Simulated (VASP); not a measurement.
# BP (F-43m) in VASP: further runs

BP is run at these levels: PBE; tasks: single point.

All numbers are computed with VASP 6.6.1; they aren't measurements. Logs are shortened: lines on timing, memory, paths and dates and some standing lists are left out, and cuts for length are marked.

## (1) The cell of the first run

Symmetry: F-43m, No. 216, cubic system. Conventional cell: a = 4.553 Å, b = 4.553 Å, c = 4.553 Å, α = 90.00°, β = 90.00°, γ = 90.00°. B (site symmetry -43m) has 4 P at 1.97 Å within 2.6 Å. Within 2.6 Å of P (site symmetry -43m) lie 4 B at 1.97 Å.

## (2) Single point, PBE

Input file INCAR:

```
ALGO = Normal
EDIFF = 1E-6
ENCUT = 500
GGA = PE
GGA_COMPAT = False
ISIF = 2
ISMEAR = 0
LASPH = True
LCHARG = True
LELF = True
LREAL = False
LVHAR = True
LWAVE = False
NBANDS = 11
NELM = 120
PREC = Accurate
SIGMA = 0.05
```

Input file KPOINTS:

```
k-points
0
Gamma
  12 12 12
```

Input file POSCAR:

```
BP
1.0
    0.0000000000      2.2765382614      2.2765382614
    2.2765382614      0.0000000000      2.2765382614
    2.2765382614      2.2765382614      0.0000000000
B P
1 1
Direct
    0.0000000000      0.0000000000      0.0000000000
    0.7500000000      0.7500000000      0.7500000000
```

Potentials or basis: VASP PAW PBE potentials, release 64 (B, P).

On the command line:

```
cat potpaw_PBE.64/B/POTCAR potpaw_PBE.64/P/POTCAR > POTCAR
mpirun -np 1 vasp_std > vasp.out
```

OUTCAR:

```text
EDIFF = 1E-6
   ENCUT = 500
   GGA = PE
   ISIF = 2
   ISMEAR = 0
   LASPH = True
   LREAL = False
   NELM = 120
   PREC = Accurate

 ion  position               nearest neighbor table
   1  0.000  0.000  0.000-   2 1.97   2 1.97   2 1.97   2 1.97
   2  0.750  0.750  0.750-   1 1.97   1 1.97   1 1.97   1 1.97

  LATTYP: Found a face centered cubic cell.
 ALAT       =     4.5530765228

  Lattice vectors:

 A1 = (   0.0000000000,   2.2765382614,   2.2765382614)
 A2 = (   2.2765382614,   0.0000000000,   2.2765382614)
 A3 = (   2.2765382614,   2.2765382614,   0.0000000000)

Analysis of symmetry for initial positions (statically):
=====================================================================
 Subroutine PRICEL returns:
 Original cell was already a primitive cell.

 Routine SETGRP: Setting up the symmetry group for a
 face centered cubic supercell.

 Subroutine GETGRP returns: Found 24 space group operations
 (whereof 24 operations were pure point group operations)
 out of a pool of 48 trial point group operations.

The static configuration has the point symmetry T_d .

Analysis of symmetry for dynamics (positions and initial velocities):
=====================================================================
 Subroutine PRICEL returns:
 Original cell was already a primitive cell.

 Routine SETGRP: Setting up the symmetry group for a
 face centered cubic supercell.

 Subroutine GETGRP returns: Found 24 space group operations
 (whereof 24 operations were pure point group operations)
 out of a pool of 48 trial point group operations.

The dynamic configuration has the point symmetry T_d .

 Subroutine INISYM returns: Found 24 space group operations
 (whereof 24 operations are pure point group operations),
 and found     1 'primitive' translations

----------------------------------------------------------------------------------------

                                     Primitive cell

  volume of cell :      23.5969

  direct lattice vectors                    reciprocal lattice vectors
     0.000000000  2.276538261  2.276538261    -0.219631714  0.219631714  0.219631714
     2.276538261  0.000000000  2.276538261     0.219631714 -0.219631714  0.219631714
     2.276538261  2.276538261  0.000000000     0.219631714  0.219631714 -0.219631714

  length of vectors
     3.219511285  3.219511285  3.219511285     0.380413287  0.380413287  0.380413287

  position of ions in fractional coordinates (direct lattice)
     0.000000000  0.000000000  0.000000000
     0.750000000  0.750000000  0.750000000

  ion indices of the primitive-cell ions
   primitive index   ion index
                 1           1
                 2           2

----------------------------------------------------------------------------------------

 KPOINTS: k-points

Automatic generation of k-mesh.
 Grid dimensions read from file:
 generate k-points for:   12   12   12

 Generating k-lattice:

  Cartesian coordinates                     Fractional coordinates (reciprocal lattice)
    -0.018302643  0.018302643  0.018302643     0.083333333  0.000000000  0.000000000
     0.018302643 -0.018302643  0.018302643     0.000000000  0.083333333  0.000000000
     0.018302643  0.018302643 -0.018302643     0.000000000  0.000000000  0.083333333

  Length of vectors
     0.031701107  0.031701107  0.031701107

  Shift w.r.t. Gamma in fractional coordinates (k-lattice)
     0.000000000  0.000000000  0.000000000

 Subroutine IBZKPT returns following result:
 ===========================================

 Found     72 irreducible k-points:

 Following reciprocal coordinates:
            Coordinates               Weight
  0.000000  0.000000  0.000000      1.000000
  0.083333  0.000000  0.000000      8.000000
  0.166667  0.000000  0.000000      8.000000
  0.250000  0.000000  0.000000      8.000000
  0.333333  0.000000  0.000000      8.000000
  0.416667  0.000000  0.000000      8.000000
[... 16 lines left out ...]
  0.500000  0.166667  0.000000     24.000000
 -0.416667  0.166667  0.000000     24.000000
 [... further k-points ...]
   k-points           NKPTS =     72   k-points in BZ     NKDIM =     72   number of bands    NBANDS=     11
   number of dos      NEDOS =    301   number of ions     NIONS =      2
   total plane-waves  NPLWV =  13824
   dimension x,y,z NGX =    24 NGY =   24 NGZ =   24
   dimension x,y,z NGXF=    48 NGYF=   48 NGZF=   48
   ions per type =               1   1
   NGX,Y,Z   is equivalent  to a cutoff of  12.39, 12.39, 12.39 a.u.
   NGXF,Y,Z  is equivalent  to a cutoff of  24.79, 24.79, 24.79 a.u.
 SYSTEM =  unknown system
   PREC   = accura    normal or accurate (medium, high low for compatibility)
   ISTART =      0    job   : 0-new  1-cont  2-samecut
   ICHARG =      2    charge: 1-file 2-atom 10-const
   ISPIN  =      1    spin polarized calculation?
   LNONCOLLINEAR =      F non collinear calculations
   LSORBIT =      F    spin-orbit coupling
   LASPH  =      T    aspherical Exc in radial PAW
   ENCUT  =  500.0 eV  36.75 Ry    6.06 a.u.   5.87  5.87  5.87*2*pi/ulx,y,z
   NELM   =    120;   NELMIN=  2; NELMDL= -5     # of ELM steps
   EDIFF  = 0.1E-05   stopping-criterion for ELM
   LREAL  =      F    real-space projection
   EDIFFG = 0.1E-04   stopping-criterion for IOM
   NSW    =      0    number of steps for IOM
   IBRION =     -1    ionic relax: 0-MD 1-quasi-New 2-CG
   NFREE  =      0    steps in history (QN), initial steepest desc. (CG)
   ISIF   =      2    stress and relaxation
   ISYM   =      2    0-nonsym 1-usesym 2-fastsym
   POTIM  = 0.5000    time-step for ionic-motion
   TEBEG  =    0.0;   TEEND  =   0.0 temperature during run
   PSTRESS=    0.0 pullay stress
   NELECT =       8.0000    total number of electrons
   NUPDOWN=      -1.0000    fix difference up-down
   EMIN   =  10.00;   EMAX   =-10.00  energy-range for DOS
   EFERMI =   0.00;   METHOD = LEGACY
   ISMEAR =     0;   SIGMA  =   0.05  broadening in eV -4-tet -1-fermi 0-gaus
   EFERMI_NEDOS =   21; number of points for ismear=-14 and -15
   IALGO  =     38    algorithm
   IMIX   =      4    mixing-type and parameters
     AMIX     =   0.40;   BMIX     =  1.00
     AMIX_MAG =   1.60;   BMIX_MAG =  1.00
  volume/ion in A,a.u.               =      11.80        79.62
  Fermi-wavevector in a.u.,A,eV,Ry     =   1.141528  2.157175 17.729561  1.303086
  Thomas-Fermi vector in A             =   2.278228
   LORBIT       =      0    0 simple, 1 ext, 2 COOP (PROOUT), +10 PAW based schemes
   GGA     = PE    functional components
   LHFCALC =     F    Hartree Fock is set to
   AEXX    =    0.0000 exact exchange contribution
   IVDW    =     0    specifies the selected vdW correction
   LEPSILON=     F    determine dielectric tensor
   LRPA    =     F    only Hartree local field effects (RPA)
 non-spin polarized calculation
 Gauss-broadening in eV      SIGMA  =   0.05
  energy-cutoff  :      500.00
  volume of cell :       23.60
 maximum number of plane-waves:       612
   NGX = 11   NGY = 11   NGZ = 11

 number of electron       8.0000000 magnetization

 Free energy of the ion-electron system (eV)
  ---------------------------------------------------
  ext. energy  EPLUGINS =         0.00000000
  ---------------------------------------------------
  free energy    TOTEN  =       -12.93064757 eV

  energy without entropy =      -12.93064757  energy(sigma->0) =      -12.93064757

 E-fermi :   7.5220     XC(G=0): -10.8645

 val. band max:        7.3153136006   @ k =   0.0000   0.0000   0.0000
 cond. band min:       8.5649745424   @ k =   0.4167   0.4167   0.0000
 fundamental gap:      1.2496609417
 Fermi energy:         7.5219791674

 k-point     1 :       0.0000    0.0000    0.0000
  band No.  band energies     occupation
      1      -8.0565      2.00000
      2       7.3153      2.00000
      3       7.3153      2.00000
      4       7.3153      2.00000
      5      10.7017      0.00000
      6      10.7017      0.00000
      7      10.7017      0.00000
      8      14.5386      0.00000
      9      18.7616      0.00000
     10      19.4160      0.00000
     11      19.4160      0.00000

 k-point     2 :       0.0833    0.0000    0.0000
  band No.  band energies     occupation
      1      -7.9323      2.00000
      2       6.3597      2.00000
      3       7.1035      2.00000
      4       7.1035      2.00000
      5      10.9948      0.00000
      6      10.9948      0.00000
      7      11.0477      0.00000
      8      14.9132      0.00000
      9      18.8958      0.00000
     10      18.8958      0.00000
     11      19.1645      0.00000

 k-point     3 :       0.1667    0.0000    0.0000
  band No.  band energies     occupation
      1      -7.5628      2.00000
      2       4.4951      2.00000
      3       6.6558      2.00000
      4       6.6558      2.00000
      5      11.2996      0.00000
      6      11.6000      0.00000
      7      11.6000      0.00000
      8      15.8536      0.00000
      9      18.2395      0.00000
     10      18.2395      0.00000
     11      19.9923      0.00000

 k-point     4 :       0.2500    0.0000    0.0000
  band No.  band energies     occupation
      1      -6.9605      2.00000
      2       2.4994      2.00000
      3       6.2068      2.00000
      4       6.2068      2.00000
      5      11.2692      0.00000
      6      12.0581      0.00000
      7      12.0581      0.00000
      8      16.8324      0.00000
      9      18.2576      0.00000
     10      18.2576      0.00000
     11      20.2803      0.00000
[... 239 lines left out ...]
 k-point    22 :       0.4167    0.1667    0.0000
  band No.  band energies     occupation
      1      -5.4439      2.00000
      2       0.3392      2.00000
      3       4.2306      2.00000
      4       4.6865      2.00000
      5      10.4665      0.00000
      6      13.7128      0.00000
      7      14.0732      0.00000
      8      14.6281      0.00000
      9      20.1999      0.00000
     10      21.8981      0.00000
     11      22.6071      0.00000

 k-point    23 :       0.5000    0.1667    0.0000
  band No.  band energies     occupation
      1      -4.6170      2.00000
      2      -0.9627      2.00000
      3       3.7558      2.00000
      4       4.7600      2.00000
      5      10.6055      0.00000
      6      13.6200      0.00000
      7      13.7440      0.00000
      8      16.2128      0.00000
      9      19.8165      0.00000
     10      21.9022      0.00000
     11      23.3724      0.00000

 k-point    24 :      -0.4167    0.1667    0.0000
  band No.  band energies     occupation
      1      -4.4455      2.00000
      2      -1.1967      2.00000
      3       3.4381      2.00000
      4       5.0190      2.00000
      5      10.8601      0.00000
      6      13.4153      0.00000
      7      13.5649      0.00000
      8      17.6542      0.00000
      9      19.2087      0.00000
     10      20.0785      0.00000
     11      23.3557      0.00000

 [... further k-points ...]
[... 5 lines left out ...]
  --------------------------------------------------------------------------------------
  -------------------------------------------------------------------------------------
  Total       -0.1048224     -0.1048224     -0.1048224     -0.0000000     -0.0000000      0.0000000
  in kB       -7.1172122     -7.1172122     -7.1172122     -0.0000000     -0.0000000      0.0000000
  external PRESSURE =      -7.1172122 kB  Pullay stress =       0.0000000 kB

 VOLUME and BASIS-vectors are now :
 -----------------------------------------------------------------------------
  energy-cutoff  :      500.00
  volume of cell :       23.60
      direct lattice vectors                 reciprocal lattice vectors
     0.000000000  2.276538261  2.276538261    -0.219631714  0.219631714  0.219631714
     2.276538261  0.000000000  2.276538261     0.219631714 -0.219631714  0.219631714
     2.276538261  2.276538261  0.000000000     0.219631714  0.219631714 -0.219631714

 POSITION                                       TOTAL-FORCE (eV/Angst)
 -----------------------------------------------------------------------------------
      0.00000      0.00000      0.00000        -0.000000     -0.000000     -0.000000
      3.41481      3.41481      3.41481         0.000000      0.000000      0.000000
 -----------------------------------------------------------------------------------
    total drift:                               -0.000000     -0.000000     -0.000000

  FREE ENERGIE OF THE ION-ELECTRON SYSTEM (eV)
  ---------------------------------------------------
  free  energy   TOTEN  =       -12.9306475678 eV

  energy  without entropy=      -12.9306475678  energy(sigma->0) =      -12.93064757
```

Wall time 16 s (1 thread of Intel Xeon 8259CL, shared host); peak memory 0.14 GiB.

What came out:

- Free energy: -12.9306 eV
- Pressure: -0.7 GPa
- Band gap on the k mesh: 1.25 eV (least direct gap 3.39 eV)

## (3) Single point, PBE (11.76 Å³/atom)

This run uses another cell than the first one, of 11.76 Å³/atom.

Input file INCAR:

```
SYSTEM = BP
ALGO     = Normal         ! electronic algorithm
EDIFF    = 1E-6           ! SCF threshold, eV
ENCUT    = 500            ! plane-wave cutoff, eV
GGA      = PE             ! functional
GGA_COMPAT= .FALSE.      
ISIF     = 2              ! what is computed and relaxed
ISMEAR   = 0              ! smearing method
LASPH    = .TRUE.         ! aspherical terms in the spheres
LCHARG   = .FALSE.        ! write CHGCAR
LREAL    = .FALSE.        ! projectors in reciprocal space
LWAVE    = .FALSE.        ! write WAVECAR
NBANDS   = 11             ! bands
NELM     = 120            ! most SCF steps
PREC     = Accurate       ! precision mode
SIGMA    = 0.05           ! smearing width, eV
```

Input file KPOINTS:

```
k-points
0
G
  12 12 12
  0 0 0
```

Input file POSCAR:

```
BP
1.0
    0.0000000000      2.2742113012      2.2742113012
    2.2742113012      0.0000000000      2.2742113012
    2.2742113012      2.2742113012      0.0000000000
B P
1 1
Direct
    0.0000000000      0.0000000000      0.0000000000
    0.7500000000      0.7500000000      0.7500000000
```

Potentials or basis: VASP PAW PBE potentials, release 64 (B, P).

On the command line:

```
cat potpaw_PBE.64/B/POTCAR potpaw_PBE.64/P/POTCAR > POTCAR
mpirun -np 1 vasp_std > vasp.out
```

It took 21 s on 1 thread of Intel Xeon 8259CL, shared host; peak memory 0.14 GiB.

Results (log left out):

```
Free energy            : -12.9308 eV
Pressure               : -0.2 GPa
Band gap on the k mesh : 1.25 eV (least direct gap 3.39 eV)
```

Levels at points of the mesh, in eV from the valence-band top:
```csv
k point,band 2,band 3,band 4,band 5,band 6,band 7
"(0.00, 0.00, 0.00)",0.00,0.00,0.00,3.39,3.39,3.39
"(0.50, 0.00, 0.00)",-8.98,-1.75,-1.75,3.74,4.71,4.71
"(0.50, 0.50, 0.00)",-8.55,-4.09,-4.09,1.35,1.67,12.06
```
